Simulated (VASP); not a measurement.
# Ti2SnTe3 (I4/mmm) in VASP: further runs, part 2 of 2

VASP 6.6.1. Earlier steps stand in the parts before.

### Step 4. Single point, PBE

This run uses another cell than the first one, of 30.48 Å³/atom.

The input, INCAR:

```
PREC = Accurate
ENCUT = 520
EDIFF = 1E-7
ISMEAR = 0
SIGMA = 0.1
LREAL = F
LASPH = T
NELM = 60
ALGO = Normal
ISIF = 2
LWAVE = F
LCHARG = F
GGA = PE
NBANDS = 37
```

The input, KPOINTS:

```
regular mesh
0
Gamma
  6 6 6
```

The input, POSCAR:

```
Ti2SnTe3
1.0
   -2.1404640143      2.1404640143      9.9799230028
    2.1404640143     -2.1404640143      9.9799230028
    2.1404640143      2.1404640143     -9.9799230028
Ti Sn Te
2 1 3
Direct
    0.7500000000      0.2500000000      0.5000000000
    0.2500000000      0.7500000000      0.5000000000
    0.5000000000      0.5000000000      0.0000000000
    0.6632305510      0.6632305510      0.0000000000
    0.3367694490      0.3367694490      0.0000000000
    0.0000000000      0.0000000000      0.0000000000
```

Potentials or basis: VASP PAW PBE potentials, release 64 (Ti_sv, Sn_d, Te).

The run is started by

```bash
> cat potpaw_PBE.64/Ti_sv/POTCAR potpaw_PBE.64/Sn_d/POTCAR potpaw_PBE.64/Te/POTCAR > POTCAR
> mpirun -np 1 vasp_std > vasp.out
```

OUTCAR:

```text
PREC = Accurate
   ENCUT = 520
   EDIFF = 1E-7
   ISMEAR = 0
   LREAL = F
   LASPH = T
   NELM = 60
   ISIF = 2
   GGA = PE

 ion  position               nearest neighbor table
   1  0.750  0.250  0.500-   4 2.75   5 2.75   5 2.75   4 2.75
   2  0.250  0.750  0.500-   4 2.75   5 2.75   5 2.75   4 2.75
   3  0.500  0.500  0.000-   6 3.03   6 3.03   6 3.03   6 3.03   5 3.26   4 3.26
   4  0.663  0.663  0.000-   1 2.75   2 2.75   2 2.75   1 2.75   3 3.26
   5  0.337  0.337  0.000-   1 2.75   2 2.75   2 2.75   1 2.75   3 3.26
   6  0.000  0.000  0.000-   3 3.03   3 3.03   3 3.03   3 3.03

  LATTYP: Found a body centered tetragonal cell.
 ALAT       =     4.2809280286
 C/A-ratio  =     4.6625044552

  Lattice vectors:

 A1 = (  -2.1404640143,   2.1404640143,   9.9799230028)
 A2 = (   2.1404640143,  -2.1404640143,   9.9799230028)
 A3 = (   2.1404640143,   2.1404640143,  -9.9799230028)

Analysis of symmetry for initial positions (statically):
=====================================================================
 Subroutine PRICEL returns:
 Original cell was already a primitive cell.

 Routine SETGRP: Setting up the symmetry group for a
 body centered tetragonal supercell.

 Subroutine GETGRP returns: Found 16 space group operations
 (whereof 16 operations were pure point group operations)
 out of a pool of 16 trial point group operations.

The static configuration has the point symmetry D_4h.

Analysis of symmetry for dynamics (positions and initial velocities):
=====================================================================
 Subroutine PRICEL returns:
 Original cell was already a primitive cell.

 Routine SETGRP: Setting up the symmetry group for a
 body centered tetragonal supercell.

 Subroutine GETGRP returns: Found 16 space group operations
 (whereof 16 operations were pure point group operations)
 out of a pool of 16 trial point group operations.

The dynamic configuration has the point symmetry D_4h.

 Subroutine INISYM returns: Found 16 space group operations
[... 122 lines left out ...]
   IALGO  =     38    algorithm
   IMIX   =      4    mixing-type and parameters
     AMIX     =   0.40;   BMIX     =  1.00
     AMIX_MAG =   1.60;   BMIX_MAG =  1.00
  volume/ion in A,a.u.               =      30.48       205.71
  Fermi-wavevector in a.u.,A,eV,Ry     =   1.103409  2.085141 16.565246  1.217511
  Thomas-Fermi vector in A             =   2.239867
   LORBIT       =      0    0 simple, 1 ext, 2 COOP (PROOUT), +10 PAW based schemes
   GGA     = PE    functional components
   LHFCALC =     F    Hartree Fock is set to
   AEXX    =    0.0000 exact exchange contribution
   IVDW    =     0    specifies the selected vdW correction
   LEPSILON=     F    determine dielectric tensor
   LRPA    =     F    only Hartree local field effects (RPA)
 non-spin polarized calculation
 Gauss-broadening in eV      SIGMA  =   0.10
  energy-cutoff  :      520.00
  volume of cell :      182.90
 maximum number of plane-waves:      4960
 NGX is ok and might be reduce to    80
   NGX = 39   NGY = 39   NGZ = 39

 number of electron      55.9999997 magnetization

 Free energy of the ion-electron system (eV)
  ---------------------------------------------------
  ext. energy  EPLUGINS =         0.00000000
  ---------------------------------------------------
  free energy    TOTEN  =       -30.90228642 eV

  energy without entropy =      -30.87085199  energy(sigma->0) =      -30.88656920

 E-fermi :   5.4970     XC(G=0):  -9.1396

 val. band max:        5.4899985099   @ k =   0.1667   0.1667   0.1667
 cond. band min:       5.4985094444   @ k =  -0.3333   0.3333   0.1667
 fundamental gap:      0.0085109345
 Fermi energy:         5.4969652020

 k-point     1 :       0.0000    0.0000    0.0000
  band No.  band energies     occupation
      1     -51.5124      2.00000
      2     -51.4613      2.00000
      3     -27.9413      2.00000
      4     -27.8790      2.00000
      5     -27.8084      2.00000
      6     -27.8084      2.00000
[... 949 lines left out ...]
     36       8.3306      0.00000
     37       8.4806      0.00000

 [... further k-points ...]
[... 5 lines left out ...]
  --------------------------------------------------------------------------------------
  -------------------------------------------------------------------------------------
  Total       -0.0110863     -0.0110863     -0.0490452      0.0000000      0.0000000      0.0000000
  in kB       -0.0971167     -0.0971167     -0.4296391      0.0000000      0.0000000      0.0000000
  external PRESSURE =      -0.2079575 kB  Pullay stress =       0.0000000 kB

 VOLUME and BASIS-vectors are now :
 -----------------------------------------------------------------------------
  energy-cutoff  :      520.00
  volume of cell :      182.90
      direct lattice vectors                 reciprocal lattice vectors
    -2.140464014  2.140464014  9.979923003     0.000000000  0.233594210  0.050100587
     2.140464014 -2.140464014  9.979923003     0.233594210  0.000000000  0.050100587
     2.140464014  2.140464014 -9.979923003     0.233594210  0.233594210  0.000000000

 POSITION                                       TOTAL-FORCE (eV/Angst)
 -----------------------------------------------------------------------------------
      0.00000      2.14046      4.98996        -0.000000     -0.000000      0.000000
      2.14046      0.00000      4.98996        -0.000000     -0.000000      0.000000
      0.00000      0.00000      9.97992        -0.000000     -0.000000     -0.000000
      0.00000      0.00000     13.23798        -0.000000     -0.000000     -0.008012
      0.00000      0.00000      6.72187         0.000000      0.000000      0.008012
      0.00000      0.00000      0.00000        -0.000000     -0.000000      0.000000
 -----------------------------------------------------------------------------------
    total drift:                                0.000000     -0.000000      0.000000

  FREE ENERGIE OF THE ION-ELECTRON SYSTEM (eV)
  ---------------------------------------------------
  free  energy   TOTEN  =       -30.9022864162 eV

  energy  without entropy=      -30.8708519932  energy(sigma->0) =      -30.88656920
```

stdout:

```text
POSCAR found type information on POSCAR TiSnTe
 POSCAR found :  3 types and       6 ions
 scaLAPACK will be used
 LDA part: xc-table for (Slater+PW92), standard interpolation
 POSCAR, INCAR and KPOINTS ok, starting setup
 FFT: planning ... GRIDC
 FFT: planning ... GRID_SOFT
 FFT: planning ... GRID
 WAVECAR not read
 entering main loop
```

Wall time 29 min (1 thread of Intel Xeon Platinum 8259CL at 2.50GHz (Skylake/Cascade Lake), shared host); peak memory 1 GiB.

What came out:

- Free energy: -30.9023 eV
- Pressure: 0.0 GPa
- Largest force: 0.008 eV/Å
- Band gap on the k mesh: zero (bands 28 and 29 overlap by 0.74 eV)

Forces in eV/Å, atoms in the order of the input:
```
Ti   0.000  0.000  0.000
Ti   0.000  0.000  0.000
Sn   0.000  0.000  0.000
Te   0.000  0.000 -0.008
Te   0.000  0.000  0.008
Te   0.000  0.000  0.000
```

Caveat: spin-orbit coupling is left out, which moves the levels of the heavy elements.

### Step 5. Relaxation of cell and atoms, PBE

This run uses another cell than the first one, of 30.57 Å³/atom.

The input, INCAR:

```
SYSTEM = Ti2SnTe3
PREC = Accurate ; ENCUT = 600
EDIFF = 1E-6 ; ISMEAR = 0
SIGMA = 0.1 ; LREAL = .FALSE.
LASPH = .TRUE. ; NELM = 100
ALGO = Normal ; ISIF = 3
LWAVE = .FALSE. ; LCHARG = .FALSE.
GGA = PE ; IBRION = 2
NSW = 90 ; EDIFFG = -0.04
```

The input, KPOINTS:

```
Automatic mesh
0
G
  6 6 6
  0 0 0
```

The input, POSCAR:

```
Ti2SnTe3
1.0
   -2.1402042798      2.1402042798     10.0095413690
    2.1402042798     -2.1402042798     10.0095413690
    2.1402042798      2.1402042798    -10.0095413690
Ti Sn Te
2 1 3
Direct
    0.7500000000      0.2500000000      0.5000000000
    0.2500000000      0.7500000000      0.5000000000
    0.5000000000      0.5000000000      0.0000000000
    0.6639864403      0.6639864403      0.0000000000
    0.3360135597      0.3360135597      0.0000000000
    0.0000000000      0.0000000000      0.0000000000
```

Potentials or basis: VASP PAW PBE potentials, release 64 (Ti_sv, Sn_d, Te).

The run is started by

```bash
> cat potpaw_PBE.64/Ti_sv/POTCAR potpaw_PBE.64/Sn_d/POTCAR potpaw_PBE.64/Te/POTCAR > POTCAR
> mpirun -np 1 vasp_std > vasp.out
```

OUTCAR:

```text
SYSTEM = Ti2SnTe3
   PREC = Accurate
   ENCUT = 600
   EDIFF = 1E-6
   ISMEAR = 0
   LREAL = .FALSE.
   LASPH = .TRUE.
   NELM = 100
   ISIF = 3
   GGA = PE
   IBRION = 2
   NSW = 90
   EDIFFG = -0.04

 ion  position               nearest neighbor table
   1  0.750  0.250  0.500-   5 2.75   4 2.75   5 2.75   4 2.75
   2  0.250  0.750  0.500-   5 2.75   4 2.75   5 2.75   4 2.75
   3  0.500  0.500  0.000-   6 3.03   6 3.03   6 3.03   6 3.03   5 3.28   4 3.28
   4  0.664  0.664  0.000-   2 2.75   1 2.75   1 2.75   2 2.75   3 3.28
   5  0.336  0.336  0.000-   1 2.75   2 2.75   2 2.75   1 2.75   3 3.28
   6  0.000  0.000  0.000-   3 3.03   3 3.03   3 3.03   3 3.03

  LATTYP: Found a body centered tetragonal cell.
 ALAT       =     4.2804085596
 C/A-ratio  =     4.6769093322

  Lattice vectors:

 A1 = (  -2.1402042798,   2.1402042798,  10.0095413690)
 A2 = (   2.1402042798,  -2.1402042798,  10.0095413690)
 A3 = (   2.1402042798,   2.1402042798, -10.0095413690)

Analysis of symmetry for initial positions (statically):
=====================================================================
 Subroutine PRICEL returns:
 Original cell was already a primitive cell.

 Routine SETGRP: Setting up the symmetry group for a
 body centered tetragonal supercell.

 Subroutine GETGRP returns: Found 16 space group operations
 (whereof 16 operations were pure point group operations)
 out of a pool of 16 trial point group operations.

The static configuration has the point symmetry D_4h.

Analysis of symmetry for dynamics (positions and initial velocities):
=====================================================================
 Subroutine PRICEL returns:
 Original cell was already a primitive cell.

[... 188 lines left out ...]
      2.14020      0.00000      5.00477         0.000000      0.000000     -0.000000
      0.00000      0.00000     10.00954         0.000000      0.000000     -0.000000
      0.00000      0.00000     13.29240        -0.000000     -0.000000     -0.107276
      0.00000      0.00000      6.72668         0.000000      0.000000      0.107276
      0.00000      0.00000      0.00000         0.000000      0.000000     -0.000000
 -----------------------------------------------------------------------------------
    total drift:                                0.000000     -0.000000      0.000000

  FREE ENERGIE OF THE ION-ELECTRON SYSTEM (eV)
  ---------------------------------------------------
  free  energy   TOTEN  =       -30.9006060672 eV

  energy  without entropy=      -30.8691993286  energy(sigma->0) =      -30.88490270

--------------------------------------- Ionic step        2  -------------------------------------------

 number of electron      56.0000004 magnetization

 Free energy of the ion-electron system (eV)
  ---------------------------------------------------
  ext. energy  EPLUGINS =         0.00000000
  ---------------------------------------------------
  free energy    TOTEN  =       -30.90138162 eV

  energy without entropy =      -30.86951402  energy(sigma->0) =      -30.88544782

 E-fermi :   5.4343     XC(G=0):  -9.1068

 val. band max:        5.4284487060   @ k =  -0.3333   0.3333   0.1667
 cond. band min:       5.4370254200   @ k =   0.5000   0.1667  -0.0000
 fundamental gap:      0.0085767140
 Fermi energy:         5.4342796209

 k-point     1 :       0.0000    0.0000    0.0000
  band No.  band energies     occupation
      1     -51.5848      2.00000
      2     -51.5348      2.00000
      3     -28.0155      2.00000
      4     -27.9542      2.00000
      5     -27.8792      2.00000
      6     -27.8792      2.00000
[... 853 lines left out ...]
     32       7.3485      0.00000
     33       7.3763      0.00000

 [... further k-points ...]
[... 5 lines left out ...]
  --------------------------------------------------------------------------------------
  -------------------------------------------------------------------------------------
  Total       -0.1723168     -0.1723168     -0.2177664      0.0000000      0.0000000      0.0000000
  in kB       -1.4995624     -1.4995624     -1.8950810      0.0000000      0.0000000      0.0000000
  external PRESSURE =      -1.6314019 kB  Pullay stress =       0.0000000 kB

 VOLUME and BASIS-vectors are now :
 -----------------------------------------------------------------------------
  energy-cutoff  :      600.00
  volume of cell :      184.11
      direct lattice vectors                 reciprocal lattice vectors
    -2.144246485  2.144246485 10.010694611     0.000000000  0.233182147  0.049946584
     2.144246485 -2.144246485 10.010694611     0.233182147  0.000000000  0.049946584
     2.144246485  2.144246485-10.010694611     0.233182147  0.233182147  0.000000000

 POSITION                                       TOTAL-FORCE (eV/Angst)
 -----------------------------------------------------------------------------------
     -0.00000      2.14425      5.00535         0.000000      0.000000     -0.000000
      2.14425     -0.00000      5.00535         0.000000      0.000000     -0.000000
      0.00000      0.00000     10.01069         0.000000      0.000000     -0.000000
      2.14425      2.14425      3.27806        -0.000000     -0.000000     -0.023109
      0.00000      0.00000      6.73263        -0.000000     -0.000000      0.023109
      0.00000      0.00000     20.02139         0.000000      0.000000     -0.000000
 -----------------------------------------------------------------------------------
    total drift:                                0.000000     -0.000000      0.000000

  FREE ENERGIE OF THE ION-ELECTRON SYSTEM (eV)
  ---------------------------------------------------
  free  energy   TOTEN  =       -30.9013816167 eV

  energy  without entropy=      -30.8695140170  energy(sigma->0) =      -30.88544782

 reached required accuracy - stopping structural energy minimisation
```

CONTCAR:

```text
Ti2SnTe3
   1.00000000000000
    -2.1442464854700476    2.1442464854700476   10.0106946113204369
     2.1442464854700476   -2.1442464854700476   10.0106946113204369
     2.1442464854700476    2.1442464854700476  -10.0106946113204369
  Ti              Sn              Te
     2     1     3
Direct
     0.7500000000000000    0.2500000000000000    0.5000000000000000
     0.2500000000000000    0.7500000000000000    0.5000000000000000
     0.5000000000000000    0.5000000000000000    0.0000000000000000
     0.6637279223238882    0.6637279223238882    1.0000000000000000
     0.3362720776761118    0.3362720776761118    0.0000000000000000
     1.0000000000000000    1.0000000000000000    0.0000000000000000

  0.00000000E+00  0.00000000E+00  0.00000000E+00
  0.00000000E+00  0.00000000E+00  0.00000000E+00
  0.00000000E+00  0.00000000E+00  0.00000000E+00
  0.00000000E+00  0.00000000E+00  0.00000000E+00
  0.00000000E+00  0.00000000E+00  0.00000000E+00
  0.00000000E+00  0.00000000E+00  0.00000000E+00
```

Wall time 47 min (1 thread of Intel Xeon Platinum 8259CL at 2.50GHz (Skylake/Cascade Lake), shared host); peak memory 1.3 GiB.

What came out:

```yaml
Free_energy: -30.9014 eV
Relaxed_volume: 30.68 Å³/atom
Relaxed_cell: a = 10.460 Å, b = 10.460 Å, c = 10.460 Å, α = 156.34°, β = 156.34°, γ = 33.71°
Space_group_after_relaxing_to_0.1_Å: I4/mmm (No. 139)
Energy_gained_by_relaxing: 0.1 meV/atom
Ionic_steps: 2
Pressure_after_relaxing: -0.2 GPa
Largest_force_after_relaxing: 0.023 eV/Å
Band_gap_on_the_k_mesh: zero (bands 28 and 29 overlap by 0.73 eV)
```

Forces on the atoms (eV/Å):
```
Ti   0.000  0.000  0.000
Ti   0.000  0.000  0.000
Sn   0.000  0.000  0.000
Te   0.000  0.000 -0.023
Te   0.000  0.000  0.023
Te   0.000  0.000  0.000
```

Step by step:
```
step  energy change (eV)  largest force (eV/Å)  pressure (GPa)  volume (Å³)
   1              0.0000                0.1073            0.14       183.39
   2             -0.0008                0.0231           -0.16       184.11
```

Final structure:
```xyz
6
Lattice="-2.1442 2.1442 10.0107 2.1442 -2.1442 10.0107 2.1442 2.1442 -10.0107" Properties=species:S:1:pos:R:3 pbc="T T T"
Ti    0.0000    2.1442    5.0053
Ti    2.1442    0.0000    5.0053
Sn    0.0000    0.0000   10.0107
Te    2.1442    2.1442    3.2781
Te    0.0000    0.0000    6.7326
Te    0.0000    0.0000   20.0214
```

Caveat: spin-orbit coupling is left out, which moves the levels of the heavy elements.

### Step 6. The runs side by side

| task | cell | k mesh | cutoff (eV) | gap on the mesh (eV) | pressure (GPa) | largest force (eV/Å) |
| --- | --- | --- | --- | --- | --- | --- |
| single point | a = 6.196 Å, angles 122.2, 122.2, 86.2°, 6 atoms, atomic positions A | 4 × 4 × 4 | 520 | none | 35.8 | 17.41 |
| single point | a = 10.457 Å, angles 156.4, 156.4, 33.6°, 6 atoms, atomic positions B | 4 × 4 × 4 | 520 | none | 0.0 | 0.05 |
| single point | a = 10.429 Å, angles 156.3, 156.3, 33.7°, 6 atoms, atomic positions C | 6 × 6 × 6 | 520 | none | 0.0 | 0.01 |
| relaxation of cell and atoms | relaxed from a = 10.457 Å, angles 156.4, 156.4, 33.6°, 6 atoms, atomic positions B | 6 × 6 × 6 | 600 | none | -0.2 | 0.02 |

Alike in all rows: level PBE; potentials or basis VASP PAW PBE potentials, release 64 (Ti_sv, Sn_d, Te); no spin polarisation; smearing gaussian 0.1 eV.

Caveats: some runs use coarse meshes; spin-orbit coupling is left out, which moves the levels of the heavy elements; the stress differs along the axes, from -8 to 124 GPa (at least some runs); forces of over 1 eV/Å act on the atoms, so gaps and moduli don't describe the material at rest (at least some runs).

Absolute energies hang on the potentials; compare differences alone.

The gap in the log of VASP goes by the Fermi energy; the results here count the filled bands.